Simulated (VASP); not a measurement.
Input of a VASP 6.6.1 run:

Contents of POSCAR:

```
Sb
1.0
   -1.8959666167      1.8959666167      1.8959666167
    1.8959666167     -1.8959666167      1.8959666167
    1.8959666167      1.8959666167     -1.8959666167
Sb
1
Direct
    0.0000000000      0.0000000000      0.0000000000
```

The input INCAR.step1:

```
SYSTEM = Sb
PREC     = Accurate       ! precision mode
ENCUT    = 400            ! plane-wave cutoff, eV
EDIFF    = 1E-5           ! SCF threshold, eV
ISMEAR   = -1             ! smearing method
SIGMA    = 0.05           ! smearing width, eV
LREAL    = .False.        ! projectors in reciprocal space
LASPH    = .True.         ! aspherical terms in the spheres
NELM     = 120            ! most SCF steps
ALGO     = Normal         ! electronic algorithm
ISIF     = 2              ! what is computed and relaxed
LWAVE    = .True.         ! write WAVECAR
LCHARG   = .False.        ! write CHGCAR
GGA      = PE             ! functional
NBANDS   = 14             ! bands
GGA_COMPAT= .False.
```

Contents of INCAR.step2:

```
SYSTEM = Sb
PREC     = Accurate       ! precision mode
ENCUT    = 400            ! plane-wave cutoff, eV
EDIFF    = 1E-6           ! SCF threshold, eV
ISMEAR   = -1             ! smearing method
SIGMA    = 0.05           ! smearing width, eV
LREAL    = .False.        ! projectors in reciprocal space
LASPH    = .True.         ! aspherical terms in the spheres
NELM     = 120            ! most SCF steps
ALGO     = Normal         ! electronic algorithm
ISIF     = 2              ! what is computed and relaxed
LWAVE    = .False.        ! write WAVECAR
LCHARG   = .False.        ! write CHGCAR
GGA      = PE             ! functional
LHFCALC  = .True.         ! exact exchange
AEXX     = 0.25           ! exact-exchange fraction
PRECFOCK = Normal       
ISTART   = 1            
NBANDS   = 14             ! bands
GGA_COMPAT= .False.
```

Contents of KPOINTS:

```
Automatic mesh
0
Gamma
  6 6 6
  0 0 0
```

Potentials or basis: VASP PAW PBE potentials, release 64 (Sb_d_GW).

Command:

```sh
$ cat potpaw_PBE.64/Sb_d_GW/POTCAR > POTCAR
$ cp INCAR.step1 INCAR
$ mpirun -np 1 vasp_std > vasp.out
$ cp INCAR.step2 INCAR
$ mpirun -np 1 vasp_std > vasp.out
```

Problem. What does it give for the pressure?

Solution. -2.2 GPa.

Problem. Predict the band gap on the k mesh.

Solution. Zero (an odd number of electrons rules out a gap without spin polarisation).

Caveat: the k points lie up to 0.39 Å⁻¹ apart, too coarse for converged energies and pressures of a metal; the PAW data sets were made with another functional, which shifts forces and pressure a little; spin-orbit coupling is left out, which moves the levels of the heavy elements.
